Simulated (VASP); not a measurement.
Write the native input for VASP 6.6.1 that does the following.

```yaml
Task: single point
Functional: HSE06
Potentials_or_basis: VASP PAW PBE potentials, release 64 (Zr_sv, O)
Cutoff: 520 eV
k_mesh: 6 × 6 × 6
Occupations: fermi-dirac, width 0.02 eV
Spin: no spin polarisation
Dipole_correction: no
Grid_for_exact_exchange_PRECFOCK: Normal
Further_INCAR_settings: ALGO = Normal; EDIFF = 1e-06; NBANDS = 19
Share_of_exact_exchange: 0.25
Screening_parameter: 0.2079 1/Å
```

The system is ZrO2.

```xyz
3
Lattice="0.0000 2.5349 2.5349 2.5349 0.0000 2.5349 2.5349 2.5349 0.0000" Properties=species:S:1:pos:R:3 pbc="T T T"
Zr    0.0000    0.0000    0.0000
O     1.2675    1.2675    1.2675
O     3.8024    3.8024    3.8024
```

The input as run:

POSCAR

```
ZrO2
1.0
    0.0000000000      2.5349077158      2.5349077158
    2.5349077158      0.0000000000      2.5349077158
    2.5349077158      2.5349077158      0.0000000000
Zr O
1 2
Direct
    0.0000000000      0.0000000000      0.0000000000
    0.2500000000      0.2500000000      0.2500000000
    0.7500000000      0.7500000000      0.7500000000
```

INCAR.step1

```
PREC     = Accurate       # precision mode
ENCUT    = 520            # plane-wave cutoff, eV
EDIFF    = 1E-5           # SCF threshold, eV
ISMEAR   = -1             # smearing method
SIGMA    = 0.02           # smearing width, eV
LREAL    = F              # projectors in reciprocal space
LASPH    = T              # aspherical terms in the spheres
NELM     = 120            # most SCF steps
ALGO     = Normal         # electronic algorithm
ISIF     = 2              # what is computed and relaxed
LWAVE    = T              # write WAVECAR
GGA      = PE             # functional
NBANDS   = 19             # bands
GGA_COMPAT= F
```

INCAR.step2

```
PREC     = Accurate       # precision mode
ENCUT    = 520            # plane-wave cutoff, eV
EDIFF    = 1E-6           # SCF threshold, eV
ISMEAR   = -1             # smearing method
SIGMA    = 0.02           # smearing width, eV
LREAL    = F              # projectors in reciprocal space
LASPH    = T              # aspherical terms in the spheres
NELM     = 120            # most SCF steps
ALGO     = Normal         # electronic algorithm
ISIF     = 2              # what is computed and relaxed
LWAVE    = F              # write WAVECAR
LCHARG   = T              # write CHGCAR
GGA      = PE             # functional
LHFCALC  = T              # exact exchange
HFSCREEN = 0.2079         # screening, 1/A
PRECFOCK = Normal       
LELF     = T              # ELF
LVHAR    = T            
ISTART   = 1            
NBANDS   = 19             # bands
GGA_COMPAT= F
```

KPOINTS

```
regular mesh
0
Gamma
  6 6 6
```

Potentials or basis: VASP PAW PBE potentials, release 64 (Zr_sv, O).

The run is started by

```sh
$ cat potpaw_PBE.64/Zr_sv/POTCAR potpaw_PBE.64/O/POTCAR > POTCAR
$ cp INCAR.step1 INCAR
$ mpirun -np 1 vasp_std > vasp.out
$ cp INCAR.step2 INCAR
$ mpirun -np 1 vasp_std > vasp.out
```

Results of the run:

```
Pressure               : 0.5 GPa
Band gap on the k mesh : 5.01 eV (least direct gap 5.41 eV)
```

Caveat: the PAW data sets were made with another functional, which shifts forces and pressure a little.

It took 41 min on 1 thread of AMD EPYC 7R13 Processor (Zen 3), with other jobs on the host, peak memory 0.25 GiB.
